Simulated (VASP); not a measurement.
A run of VASP 6.6.1 is set up as follows.

File INCAR:

```
PREC = Accurate ; ENCUT = 520
EDIFF = 1E-7 ; ISMEAR = 0
SIGMA = 0.01 ; LREAL = False
LASPH = True ; NELM = 60
ALGO = Normal ; ISIF = 2
LWAVE = False ; LCHARG = False
GGA = PS ; NBANDS = 11
```

KPOINTS

```
regular mesh
0
Gamma
  8 8 8
```

Contents of POSCAR:

```
NaH
1.0
    0.0000000000      2.3956768562      2.3956768562
    2.3956768562      0.0000000000      2.3956768562
    2.3956768562      2.3956768562      0.0000000000
Na H
1 1
Direct
   -0.0020870928     -0.0020870928     -0.0020870928
    0.5000000000      0.5000000000      0.5000000000
```

Potentials or basis: VASP PAW PBE potentials, release 64 (Na_pv, H).

Run with:

```sh
$ cat potpaw_PBE.64/Na_pv/POTCAR potpaw_PBE.64/H/POTCAR > POTCAR
$ mpirun -np 1 vasp_std > vasp.out
```

(1) What does it give for the largest force?

(2) Predict the pressure.

(3) Predict the band gap on the k mesh.

## Answers

(1) 0.017 eV/Å.

(2) 0.0 GPa.

(3) 3.60 eV (least direct gap 4.51 eV).

Caveat: the cell differs from its parent crystal (-0.01, -0.01] A); the PAW data sets were made with another functional, which shifts forces and pressure a little.
